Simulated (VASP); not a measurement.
Wanted: the native input for a VASP 6.6.1 run.

* Task: single point
* Functional: LDA
* Potentials or basis: VASP PAW LDA potentials, release 64 (Hg, Te)
* Cutoff: 500 eV
* k mesh: 10 × 10 × 10
* Occupations: fermi-dirac, width 0.08 eV
* Spin: no spin polarisation
* Dipole correction: no
* Further INCAR settings: ALGO = Normal; EDIFF = 1e-06; NBANDS = 16

The structure of HgTe lies in POSCAR:

```
HgTe
1.0
    0.0000000000      2.8618608166      2.8618608166
    2.8618608166      0.0000000000      2.8618608166
    2.8618608166      2.8618608166      0.0000000000
Hg Te
1 1
Direct
    0.0000000000      0.0000000000      0.0000000000
    0.5000000000      0.5000000000      0.5000000000
```

The input as run:

INCAR

```
SYSTEM = HgTe
  PREC = Accurate
  ENCUT = 500
  EDIFF = 1E-6
  ISMEAR = -1
  SIGMA = 0.08
  LREAL = .FALSE.
  LASPH = .TRUE.
  NELM = 120
  ALGO = Normal
  ISIF = 2
  LWAVE = .FALSE.
  LCHARG = .FALSE.
  GGA = CA
  NBANDS = 16
  GGA_COMPAT = .FALSE.
```

KPOINTS

```
regular mesh
0
G
  10 10 10
  0 0 0
```

Potentials or basis: VASP PAW LDA potentials, release 64 (Hg, Te).

The run is started by

```console
$ cat potpaw_LDA.64/Hg/POTCAR potpaw_LDA.64/Te/POTCAR > POTCAR
$ mpirun -np 1 vasp_std > vasp.out
```

It gave:

- Pressure: 10.8 GPa
- Band gap on the k mesh: zero (bands 9 and 10 overlap by 3.59 eV)

Caveat: the cell stands under pressure; spin-orbit coupling is left out, which moves the levels of the heavy elements.

Run time: 14 s on 1 thread of Intel(R) Xeon(R) 6975P-C (Granite Rapids) (shared host), peak memory 0.17 GiB.
